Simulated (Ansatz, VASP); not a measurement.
**ZnS in VASP and in Ansatz**

File INCAR:

```
PREC = Accurate ; ENCUT = 500
EDIFF = 1E-6 ; ISMEAR = 0
SIGMA = 0.01 ; LREAL = F
LASPH = T ; NELM = 120
ALGO = Normal ; ISIF = 2
LWAVE = F ; LCHARG = F
GGA = PE ; NBANDS = 26
GGA_COMPAT = F
```

The input KPOINTS:

```
Automatic mesh
0
Gamma
  6 6 4
```

File POSCAR:

```
ZnS
1.0
    3.8838612234      0.0000000000      0.0000000000
   -1.9419306117      3.3635224842      0.0000000000
    0.0000000000      0.0000000000      6.3664419223
Zn S
2 2
Direct
    0.3333333333      0.6666666667      0.0052011311
    0.6666666667      0.3333333333      0.5052011311
    0.3333333333      0.6666666667      0.3797988689
    0.6666666667      0.3333333333      0.8797988689
```

Input for Ansatz:

```yaml
crystal:
  lattice:
    - [3.8838612234, 0.0, 0.0]
    - [-1.9419306117, 3.3635224842, 0.0]
    - [0.0, 0.0, 6.3664419223]
  atoms:
    - { symbol: Zn, position: [0.3333333333, 0.6666666667, 0.0052011311] }
    - { symbol: Zn, position: [0.6666666667, 0.3333333333, 0.5052011311] }
    - { symbol: S, position: [0.3333333333, 0.6666666667, 0.3797988689] }
    - { symbol: S, position: [0.6666666667, 0.3333333333, 0.8797988689] }
kpoints:
  mp_grid: { grid: [6, 6, 4] }
hamiltonian:
  xc: pbe
scf:
  occupations: { method: fixed }
  n_extra_bands: 5
output:
  forces: true
  stress: true
  eigenvalues: true
```

Alike in both runs: task single point; functional PBE; k mesh 6 × 6 × 4; no spin polarisation.

|  | VASP | Ansatz |
| --- | --- | --- |
| version | VASP 6.6.1 | Ansatz 0.2.0 |
| potentials or method | VASP PAW PBE potentials, release 64 (Zn, S) | plane waves, PAW |
| plane-wave cutoff (eV) | 500 | 420 |
| occupations | gaussian, width 0.01 eV | fixed |
| valence electrons in the cell | 36 | 36 |

```csv
,VASP,Ansatz,Ansatz less VASP
gap on the k mesh at the Fermi level (eV),1.95,1.95,-0.002
pressure (GPa),-1.8,-1.9,-0.13
```
